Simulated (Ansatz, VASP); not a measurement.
**One calculation of Co, two programs**

```
CELL_PARAMETERS angstrom
0.00000 1.70982 1.70982
1.70982 0.00000 1.70982
1.70982 1.70982 0.00000
ATOMIC_POSITIONS crystal
Co 0.00000 0.00000 0.00000
```

Alike in both runs: task single point; functional LDA; k mesh 18 × 18 × 18; occupations fermi-dirac, width 0.1 eV; no spin polarisation.

|  | VASP | Ansatz |
| --- | --- | --- |
| version | VASP 6.6.1 | Ansatz 0.2.0 |
| potentials or method | VASP PAW LDA potentials, release 64 (Co), cutoff 520 eV | plane waves (420 eV) with PAW, scalar-relativistic |
| valence electrons in the cell | 9 | 17 |

Ansatz gave:

| Property | Result |
| --- | --- |
| pressure (GPa) | -11.1 |

Task: Which values does VASP return?

Result: Pressure (GPa): -11.8.

Ansatz warns that its potentials were made for another functional, while VASP's fit it. LDA's correlation is that of Perdew and Zunger in VASP and of Perdew and Wang (1992) in Ansatz. VASP's potentials hold 9 valence electrons a cell and Ansatz's 17, so a difference there can come from the potentials and not from the codes.
